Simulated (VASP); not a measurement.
Write the native input for VASP 6.6.1 that does the following.

```
Task                   : relaxation of shape and atoms at fixed volume
Functional             : PBEsol
Dispersion             : D3(BJ)
Potentials or basis    : VASP PAW PBE potentials, release 64 (Sn_d, O)
Cutoff                 : 600 eV
k mesh                 : 8 × 6 × 8
Occupations            : gaussian, width 0.02 eV
Spin                   : no spin polarisation
Dipole correction      : no
Further INCAR settings : ALGO = Normal; EDIFF = 1e-06; IBRION = 2; EDIFFG = -0.01; NSW = 50; ISIF = 4
```

The structure of SnO lies in POSCAR:

```
SnO
1.0
    3.3325237208      0.0000000000      0.0000000000
    0.0000000000      5.6530335143      0.0000000000
    0.0000000000      0.0000000000      3.6656839900
Sn O
2 2
Direct
    0.0000000000      0.2426998134      0.5421031601
    0.5000000000      0.7573001866      0.0421031601
    0.0000000000      0.8768136142      0.7078978399
    0.5000000000      0.1231863858      0.2078978399
```

These files were run (other wordings do the same):

INCAR

```
SYSTEM = SnO
PREC = Accurate ; ENCUT = 600
EDIFF = 1E-6 ; ISMEAR = 0
SIGMA = 0.02 ; LREAL = .FALSE.
LASPH = .TRUE. ; NELM = 100
ALGO = Normal ; ISIF = 4
LWAVE = .FALSE. ; LCHARG = .FALSE.
GGA = PS ; IVDW = 12
IBRION = 2 ; NSW = 50
EDIFFG = -0.01
```

KPOINTS

```
Automatic mesh
0
G
  8 6 8
  0 0 0
```

Potentials or basis: VASP PAW PBE potentials, release 64 (Sn_d, O).

Launch:

```console
$ cat potpaw_PBE.64/Sn_d/POTCAR potpaw_PBE.64/O/POTCAR > POTCAR
$ mpirun -np 1 vasp_std > vasp.out
```

It gave:

```json
{
 "Energy gained by relaxing": "2.1 meV/atom",
 "Ionic steps": "7",
 "Pressure after relaxing": "-1.1 GPa",
 "Largest force after relaxing": "0.008 eV/Å",
 "Band gap on the k mesh": "1.07 eV (least direct gap 1.68 eV)",
 "Dispersion energy per atom": "-0.218 eV"
}
```

Caveat: the PAW data sets were made with another functional, which shifts forces and pressure a little; spin-orbit coupling is left out, which moves the levels of the heavy elements.

It took 9.7 min on 1 thread of Intel(R) Xeon(R) Platinum 8488C (Sapphire Rapids), on a shared host, peak memory 0.32 GiB.
